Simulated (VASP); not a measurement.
A run of VASP 6.6.1:

Contents of INCAR:

```
ALGO = Normal ; EDIFF = 1E-6
EDIFFG = -0.01 ; ENCUT = 520
GGA = PE ; IBRION = 2
ISIF = 2 ; ISMEAR = 0
LASPH = T ; LCHARG = F
LREAL = F ; LWAVE = F
NELM = 60 ; NSW = 50
PREC = Accurate ; SIGMA = 0.05
```

Contents of KPOINTS:

```
k-points
0
Gamma
  9 9 6
```

Contents of POSCAR:

```
AlN
1.0
    3.0986000000      0.0000000000      0.0000000000
   -1.5493000000      2.6834663162      0.0000000000
    0.0000000000      0.0000000000      4.8163000000
Al N
2 2
Direct
    0.3333333333      0.6666666667      0.0017290859
    0.6666666667      0.3333333333      0.5017290859
    0.3333333333      0.6666666667      0.3832709141
    0.6666666667      0.3333333333      0.8832709141
```

Potentials or basis: VASP PAW PBE potentials, release 64 (Al, N).

The run is started by

```bash
$ cat potpaw_PBE.64/Al/POTCAR potpaw_PBE.64/N/POTCAR > POTCAR
$ mpirun -np 1 vasp_std > vasp.out
```

Hardware: 1 thread of AMD EPYC 7R13, on a shared host.

**Question.** How long does it take, and how much memory?

**Answer.** Run time: 85 s on 1 thread of AMD EPYC 7R13, on a shared host, peak memory 0.13 GiB. Counts: scf iterations 25, k points 48, ion steps 3.
